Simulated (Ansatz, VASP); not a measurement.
# ZnS: VASP beside Ansatz

```
Zn S
1.0
    -2.69451   -2.69451    0.00000
     2.69451   -2.69451    0.00000
    -2.24561    0.00000   10.77805
Zn S
4 4
Direct
  0.42187 0.57813 0.18750
  0.81769 0.18231 0.43750
  0.21352 0.78648 0.68750
  0.60934 0.39066 0.93750
  0.36978 0.13022 0.31250
  0.76561 0.73439 0.56250
  0.16143 0.33857 0.81250
  0.97396 0.52604 0.06250
```

Alike in both runs: task single point; functional r2SCAN; k mesh 6 × 6 × 2; occupations gaussian, width 0.05 eV; no spin polarisation.

```csv
,VASP,Ansatz
version,VASP 6.6.1,Ansatz 0.2.0
potentials or method,"VASP PAW PBE potentials, release 64 (Zn, S), cutoff 520 eV","scalar-relativistic, plane waves, PAW"
valence electrons in the cell,72,72
```

VASP gave:

| Quantity | Value |
| --- | --- |
| gap on the k mesh at the Fermi level (eV) | 0.96 |
| least direct gap on the mesh (eV) | 0.96 |
| pressure (GPa) | 4.0 |
| traceless stress, the component that is largest in VASP (GPa) | 7.84 |
| rms of the force components (eV/Å) | 1.015 |

**Question.** What did Ansatz give for the same quantities?

**Answer.** gap on the k mesh at the Fermi level (eV): 0.97; least direct gap on the mesh (eV): 0.97; pressure (GPa): 4.0; traceless stress, the component that is largest in VASP (GPa): 7.83; rms of the force components (eV/Å): 1.007.

VASP's potentials were made for PBE, not for r2SCAN. Atom by atom the forces differ by 0.014 eV/Å (rms over components).
